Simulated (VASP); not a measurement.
As, 2 atoms in the cell. The cell holds a slab with vacuum, 2 atoms: a = 3.500 Å, b = 3.500 Å, c = 28.574 Å, α = 90.00°, β = 90.00°, γ = 120.00°.  This cell differs from its parent crystal: biaxial strain -0.020.

- Program: VASP 6.6.1
- Task: relaxation of the atoms
- Functional: PBE
- Dispersion: D3(BJ)
- Potentials or basis: VASP PAW PBE potentials, release 64 (As)
- Cutoff: 520 eV
- k mesh: 9 × 9 × 1
- Occupations: gaussian, width 0.02 eV
- Spin: no spin polarisation
- Dipole correction: yes
- Further INCAR settings: ALGO = Normal; EDIFF = 1e-07; IBRION = 2; EDIFFG = -0.01; NSW = 60

Potentials or basis: VASP PAW PBE potentials, release 64 (As).

Run with:

```sh
$ cat potpaw_PBE.64/As/POTCAR > POTCAR
$ mpirun -np 1 vasp_std > vasp.out
```

Hardware: 1 thread of Intel(R) Xeon(R) 6975P-C (Granite Rapids) (shared host).

Problem. How long does it take, and how much memory?

Solution. Wall time 90 s on 1 thread of Intel(R) Xeon(R) 6975P-C (Granite Rapids) (shared host), peak memory 0.44 GiB. Counts: scf iterations 48, k points 12, ion steps 3.
